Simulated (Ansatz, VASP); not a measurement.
**Two plane-wave programs on LiF**

```
Li F
1.0
     2.81606    0.00000    0.00000
    -1.40803    2.43878    0.00000
     0.00000    0.00000    5.19191
Li F
2 2
Direct
  0.33333 0.66667 0.38115
  0.66667 0.33333 0.88115
  0.33333 0.66667 0.99384
  0.66667 0.33333 0.49384
```

Change from the starting cell: strain -0.080 along x and y, +0.080 along z, atoms carried along.

Alike in both runs: task single point; functional PBEsol; k mesh 9 × 9 × 6; occupations gaussian, width 0.05 eV; no spin polarisation.

```csv
,VASP,Ansatz
version,VASP 6.6.1,Ansatz 0.2.0
potentials or method,"VASP PAW PBE potentials, release 64 (Li_sv, F), cutoff 520 eV","scalar-relativistic, plane waves, PAW"
valence electrons in the cell,20,20
```

VASP gave:

* gap on the k mesh at the Fermi level (eV): 8.10
* least direct gap on the mesh (eV): 8.10
* rms of the force components (eV/Å): 0.393

Q: What did Ansatz give for the same quantities?

A: gap on the k mesh at the Fermi level (eV): 8.12; least direct gap on the mesh (eV): 8.12; rms of the force components (eV/Å): 0.367.

VASP's potentials were made for PBE, not for PBEsol. Atom by atom the forces differ by 0.026 eV/Å (rms over components).

Noted on VASP's run: the cutoff is short for stress, so the pressure is rough.
